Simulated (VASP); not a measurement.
Wanted: the native input for a VASP 6.6.1 run.

| Item | Value |
| --- | --- |
| Task | single point |
| Functional | PBEsol |
| Potentials or basis | VASP PAW PBE potentials, release 64 (C) |
| Cutoff | 520 eV |
| k mesh | 8 × 8 × 32 |
| Occupations | fermi-dirac, width 0.1 eV |
| Spin | no spin polarisation |
| Dipole correction | no |
| Further INCAR settings | ALGO = Normal; EDIFF = 1e-06; NBANDS = 13 |

The structure of C lies in POSCAR:

```
C
1.0
    5.9215870908      0.0000000001      0.0000000000
   -2.9607935455      5.1282448513      0.0000000000
    0.0000000000      0.0000000000      1.2827470313
C
3
Direct
    1.0000000000      0.0000000000      0.0000000000
    0.3333333333      0.6666666667      0.5000000000
    0.6666666667      0.3333333333      0.5000000000
```

These files were run (other wordings do the same):

INCAR

```
SYSTEM = C
  PREC = Accurate
  ENCUT = 520
  EDIFF = 1E-6
  ISMEAR = -1
  SIGMA = 0.1
  LREAL = .FALSE.
  LASPH = .TRUE.
  NELM = 100
  ALGO = Normal
  ISIF = 2
  LWAVE = .FALSE.
  LCHARG = .FALSE.
  GGA = PS
  NBANDS = 13
```

KPOINTS

```
Automatic mesh
0
G
  8 8 32
  0 0 0
```

Potentials or basis: VASP PAW PBE potentials, release 64 (C).

The run is started by

```bash
$ cat potpaw_PBE.64/C/POTCAR > POTCAR
$ mpirun -np 1 vasp_std > vasp.out
```

It gave:

```
Pressure               : 0.1 GPa
Band gap on the k mesh : zero (band 6 reaches 10.12 eV, above the bottom of band 7 at -4.88 eV)
```

Caveat: the PAW data sets were made with another functional, which shifts forces and pressure a little.

It took 44 s on 1 thread of Intel Xeon 6975P-C (shared host), peak memory 0.2 GiB.
